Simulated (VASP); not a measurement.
# Lu (Im-3m) in VASP: single point with PBE

Aim: the single point of Lu with PBE.

Program: VASP 6.6.1. These are calculated values, not measurements. Logs are shortened: lines on timing, memory, paths and dates and some standing lists are left out, and cuts for length are marked.

### Step 1. The cell of the first run

It takes space group Im-3m (No. 229, cubic). The conventional cell has a = 3.972 Å, b = 3.972 Å, c = 3.972 Å, α = 90.00°, β = 90.00°, γ = 90.00°. Within 4.5 Å of Lu (site symmetry m-3m) lie 14 Lu at 3.44 to 3.97 Å.

### Step 2. Single point, PBE (volume scaled by 1.05)

File INCAR:

```
SYSTEM = Lu
  ALGO = Normal
  EDIFF = 1E-7
  ENCUT = 520
  GGA = PE
  ISIF = 2
  ISMEAR = -1
  LASPH = .TRUE.
  LCHARG = .TRUE.
  LELF = .TRUE.
  LREAL = .FALSE.
  LVHAR = .TRUE.
  LWAVE = .FALSE.
  NBANDS = 18
  NELM = 80
  PREC = Accurate
  SIGMA = 0.05
```

File KPOINTS:

```
k-points
0
G
  15 15 15
  0 0 0
```

File POSCAR:

```
Lu
1.0
   -1.9861473462      1.9861473462      1.9861473462
    1.9861473462     -1.9861473462      1.9861473462
    1.9861473462      1.9861473462     -1.9861473462
Lu
1
Direct
    0.0000000000      0.0000000000      0.0000000000
```

Potentials or basis: VASP PAW PBE potentials, release 64 (Lu).

Launch:

```
cat potpaw_PBE.64/Lu/POTCAR > POTCAR
mpirun -np 1 vasp_std > vasp.out
```

OUTCAR:

```text
SYSTEM = Lu
   EDIFF = 1E-7
   ENCUT = 520
   GGA = PE
   ISIF = 2
   ISMEAR = -1
   LASPH = .TRUE.
   LREAL = .FALSE.
   NELM = 80
   PREC = Accurate

 ion  position               nearest neighbor table
   1  0.000  0.000  0.000-

  LATTYP: Found a body centered cubic cell.
 ALAT       =     3.9722946924

  Lattice vectors:

 A1 = (  -1.9861473462,   1.9861473462,   1.9861473462)
 A2 = (   1.9861473462,  -1.9861473462,   1.9861473462)
 A3 = (   1.9861473462,   1.9861473462,  -1.9861473462)

Analysis of symmetry for initial positions (statically):
=====================================================================
 Subroutine PRICEL returns:
 Original cell was already a primitive cell.

 Routine SETGRP: Setting up the symmetry group for a
 body centered cubic supercell.

 Subroutine GETGRP returns: Found 48 space group operations
 (whereof 48 operations were pure point group operations)
 out of a pool of 48 trial point group operations.

The static configuration has the point symmetry O_h .

Analysis of symmetry for dynamics (positions and initial velocities):
=====================================================================
 Subroutine PRICEL returns:
 Original cell was already a primitive cell.

 Routine SETGRP: Setting up the symmetry group for a
 body centered cubic supercell.

 Subroutine GETGRP returns: Found 48 space group operations
 (whereof 48 operations were pure point group operations)
 out of a pool of 48 trial point group operations.

The dynamic configuration has the point symmetry O_h .

 Subroutine INISYM returns: Found 48 space group operations
 (whereof 48 operations are pure point group operations),
 and found     1 'primitive' translations

----------------------------------------------------------------------------------------

                                     Primitive cell

  volume of cell :      31.3397

  direct lattice vectors                    reciprocal lattice vectors
    -1.986147346  1.986147346  1.986147346     0.000000000  0.251743659  0.251743659
     1.986147346 -1.986147346  1.986147346     0.251743659  0.000000000  0.251743659
     1.986147346  1.986147346 -1.986147346     0.251743659  0.251743659  0.000000000

  length of vectors
     3.440108115  3.440108115  3.440108115     0.356019297  0.356019297  0.356019297

  position of ions in fractional coordinates (direct lattice)
     0.000000000  0.000000000  0.000000000

  ion indices of the primitive-cell ions
   primitive index   ion index
                 1           1

----------------------------------------------------------------------------------------

 KPOINTS: k-points

Automatic generation of k-mesh.
 Grid dimensions read from file:
 generate k-points for:   15   15   15

 Generating k-lattice:

  Cartesian coordinates                     Fractional coordinates (reciprocal lattice)
     0.000000000  0.016782911  0.016782911     0.066666667  0.000000000  0.000000000
     0.016782911  0.000000000  0.016782911     0.000000000  0.066666667  0.000000000
     0.016782911  0.016782911  0.000000000     0.000000000  0.000000000  0.066666667

  Length of vectors
     0.023734620  0.023734620  0.023734620

  Shift w.r.t. Gamma in fractional coordinates (k-lattice)
     0.000000000  0.000000000  0.000000000

 Subroutine IBZKPT returns following result:
 ===========================================

 Found    120 irreducible k-points:

 Following reciprocal coordinates:
            Coordinates               Weight
  0.000000  0.000000  0.000000      1.000000
  0.066667  0.000000  0.000000     12.000000
  0.133333  0.000000  0.000000     12.000000
  0.200000  0.000000  0.000000     12.000000
  0.266667  0.000000  0.000000     12.000000
  0.333333  0.000000  0.000000     12.000000
[... 16 lines left out ...]
  0.333333  0.200000  0.000000     48.000000
  0.400000  0.200000  0.000000     24.000000
 [... further k-points ...]
   k-points           NKPTS =    120   k-points in BZ     NKDIM =    120   number of bands    NBANDS=     18
   number of dos      NEDOS =    301   number of ions     NIONS =      1
   total plane-waves  NPLWV =  21952
   dimension x,y,z NGX =    28 NGY =   28 NGZ =   28
   dimension x,y,z NGXF=    56 NGYF=   56 NGZF=   56
   ions per type =               1
   NGX,Y,Z   is equivalent  to a cutoff of  13.53, 13.53, 13.53 a.u.
   NGXF,Y,Z  is equivalent  to a cutoff of  27.06, 27.06, 27.06 a.u.
 SYSTEM =  Lu
   PREC   = accura    normal or accurate (medium, high low for compatibility)
   ISTART =      0    job   : 0-new  1-cont  2-samecut
   ICHARG =      2    charge: 1-file 2-atom 10-const
   ISPIN  =      1    spin polarized calculation?
   LNONCOLLINEAR =      F non collinear calculations
   LSORBIT =      F    spin-orbit coupling
   LASPH  =      T    aspherical Exc in radial PAW
   ENCUT  =  520.0 eV  38.22 Ry    6.18 a.u.   6.40  6.40  6.40*2*pi/ulx,y,z
   NELM   =     80;   NELMIN=  2; NELMDL= -5     # of ELM steps
   EDIFF  = 0.1E-06   stopping-criterion for ELM
   LREAL  =      F    real-space projection
   EDIFFG = 0.1E-05   stopping-criterion for IOM
   NSW    =      0    number of steps for IOM
   IBRION =     -1    ionic relax: 0-MD 1-quasi-New 2-CG
   NFREE  =      0    steps in history (QN), initial steepest desc. (CG)
   ISIF   =      2    stress and relaxation
   ISYM   =      2    0-nonsym 1-usesym 2-fastsym
   POTIM  = 0.5000    time-step for ionic-motion
   TEBEG  =    0.0;   TEEND  =   0.0 temperature during run
   PSTRESS=    0.0 pullay stress
   NELECT =      25.0000    total number of electrons
   NUPDOWN=      -1.0000    fix difference up-down
   EMIN   =  10.00;   EMAX   =-10.00  energy-range for DOS
   EFERMI =   0.00;   METHOD = LEGACY
   ISMEAR =    -1;   SIGMA  =   0.05  broadening in eV -4-tet -1-fermi 0-gaus
   EFERMI_NEDOS =   21; number of points for ismear=-14 and -15
   IALGO  =     38    algorithm
   IMIX   =      4    mixing-type and parameters
     AMIX     =   0.40;   BMIX     =  1.00
     AMIX_MAG =   1.60;   BMIX_MAG =  1.00
  volume/ion in A,a.u.               =      31.34       211.49
  Fermi-wavevector in a.u.,A,eV,Ry     =   1.518297  2.869165 31.364497  2.305225
  Thomas-Fermi vector in A             =   2.627437
   LORBIT       =      0    0 simple, 1 ext, 2 COOP (PROOUT), +10 PAW based schemes
   GGA     = PE    functional components
   LHFCALC =     F    Hartree Fock is set to
   AEXX    =    0.0000 exact exchange contribution
   IVDW    =     0    specifies the selected vdW correction
   LEPSILON=     F    determine dielectric tensor
   LRPA    =     F    only Hartree local field effects (RPA)
 non-spin polarized calculation
  energy-cutoff  :      520.00
  volume of cell :       31.34
 maximum number of plane-waves:       887
 NGX is ok and might be reduce to    28
   NGX = 13   NGY = 13   NGZ = 13

 number of electron      25.0000011 magnetization

 Free energy of the ion-electron system (eV)
  ---------------------------------------------------
  ext. energy  EPLUGINS =         0.00000000
  ---------------------------------------------------
  free energy    TOTEN  =        -4.37872308 eV

  energy without entropy =       -4.35879467  energy(sigma->0) =       -4.36875888

 E-fermi :   2.0782     XC(G=0): -10.3311

 val. band max:        2.0735220239   @ k =  -0.3333   0.4667   0.0667
 cond. band min:       2.1158324042   @ k =   0.2667   0.2667   0.0667
 fundamental gap:      0.0423103804
 Fermi energy:         2.0782046967

 k-point     1 :       0.0000    0.0000    0.0000
  band No.  band energies     occupation
      1     -54.4949      2.00000
      2     -24.9497      2.00000
      3     -24.9497      2.00000
      4     -24.9497      2.00000
      5      -3.8751      2.00000
      6      -3.2164      2.00000
[... 10 lines left out ...]
     17       6.2049      0.00000
     18      13.3783      0.00000

 k-point     2 :       0.0667    0.0000    0.0000
  band No.  band energies     occupation
      1     -54.4939      2.00000
      2     -24.9670      2.00000
      3     -24.9553      2.00000
      4     -24.9497      2.00000
      5      -3.7545      2.00000
      6      -3.2154      2.00000
[... 10 lines left out ...]
     17       6.2044      0.00000
     18      13.4947      0.00000

 k-point     3 :       0.1333    0.0000    0.0000
  band No.  band energies     occupation
      1     -54.4912      2.00000
      2     -25.0156      2.00000
      3     -24.9713      2.00000
      4     -24.9497      2.00000
      5      -3.4023      2.00000
      6      -3.2129      2.00000
[... 10 lines left out ...]
     17       6.2139      0.00000
     18      13.7298      0.00000

 k-point     4 :       0.2000    0.0000    0.0000
  band No.  band energies     occupation
      1     -54.4871      2.00000
      2     -25.0863      2.00000
      3     -24.9946      2.00000
      4     -24.9497      2.00000
      5      -3.2098      2.00000
      6      -3.2002      2.00000
[... 10 lines left out ...]
     17       6.2585      0.00000
     18      13.6378      0.00000

 k-point     5 :       0.2667    0.0000    0.0000
  band No.  band energies     occupation
      1     -54.4824      2.00000
      2     -25.1660      2.00000
      3     -25.0213      2.00000
      4     -24.9498      2.00000
      5      -3.2076      2.00000
      6      -3.1905      2.00000
[... 10 lines left out ...]
     17       6.3600      0.00000
     18      12.9165      0.00000

 k-point     6 :       0.3333    0.0000    0.0000
  band No.  band energies     occupation
      1     -54.4779      2.00000
      2     -25.2408      2.00000
      3     -25.0466      2.00000
      4     -24.9498      2.00000
      5      -3.2070      2.00000
      6      -3.1854      2.00000
[... 307 lines left out ...]
 k-point    21 :       0.2000    0.2000    0.0000
  band No.  band energies     occupation
      1     -54.4769      2.00000
      2     -25.2281      2.00000
      3     -25.0550      2.00000
      4     -24.9797      2.00000
      5      -3.1978      2.00000
      6      -3.1912      2.00000
[... 10 lines left out ...]
     17       7.1343      0.00000
     18      11.0437      0.00000

 k-point    22 :       0.2667    0.2000    0.0000
  band No.  band energies     occupation
      1     -54.4736      2.00000
      2     -25.2615      2.00000
      3     -25.0903      2.00000
      4     -24.9848      2.00000
      5      -3.1990      2.00000
      6      -3.1954      2.00000
[... 10 lines left out ...]
     17       8.0150      0.00000
     18       9.9302      0.00000

 k-point    23 :       0.3333    0.2000    0.0000
  band No.  band energies     occupation
      1     -54.4713      2.00000
      2     -25.2808      2.00000
      3     -25.1185      2.00000
      4     -24.9871      2.00000
      5      -3.2035      2.00000
      6      -3.1955      2.00000
[... 10 lines left out ...]
     17       8.6580      0.00000
     18       9.1838      0.00000

 k-point    24 :       0.4000    0.2000    0.0000
  band No.  band energies     occupation
      1     -54.4705      2.00000
      2     -25.2869      2.00000
      3     -25.1293      2.00000
      4     -24.9878      2.00000
      5      -3.2050      2.00000
      6      -3.1957      2.00000
[... 10 lines left out ...]
     17       8.4289      0.00000
     18       9.4007      0.00000

 [... further k-points ...]
[... 5 lines left out ...]
  --------------------------------------------------------------------------------------
  -------------------------------------------------------------------------------------
  Total       -0.4190325     -0.4190325     -0.4190325      0.0000000      0.0000000      0.0000000
  in kB      -21.4221911    -21.4221911    -21.4221911      0.0000000      0.0000000      0.0000000
  external PRESSURE =     -21.4221911 kB  Pullay stress =       0.0000000 kB

 VOLUME and BASIS-vectors are now :
 -----------------------------------------------------------------------------
  energy-cutoff  :      520.00
  volume of cell :       31.34
      direct lattice vectors                 reciprocal lattice vectors
    -1.986147346  1.986147346  1.986147346     0.000000000  0.251743659  0.251743659
     1.986147346 -1.986147346  1.986147346     0.251743659  0.000000000  0.251743659
     1.986147346  1.986147346 -1.986147346     0.251743659  0.251743659  0.000000000

 POSITION                                       TOTAL-FORCE (eV/Angst)
 -----------------------------------------------------------------------------------
      0.00000      0.00000      0.00000         0.000000      0.000000      0.000000
 -----------------------------------------------------------------------------------
    total drift:                               -0.000000     -0.000000     -0.000000

  FREE ENERGIE OF THE ION-ELECTRON SYSTEM (eV)
  ---------------------------------------------------
  free  energy   TOTEN  =        -4.3787230786 eV

  energy  without entropy=       -4.3587946720  energy(sigma->0) =       -4.36875888
```

Wall time 49 s (1 thread of Intel Xeon Platinum 8488C (Sapphire Rapids), shared host); peak memory 0.21 GiB.

Results:

```yaml
Free_energy: -4.3787 eV
Pressure: -2.1 GPa
```

Caveat: spin-orbit coupling is left out, which moves the levels of the heavy elements.
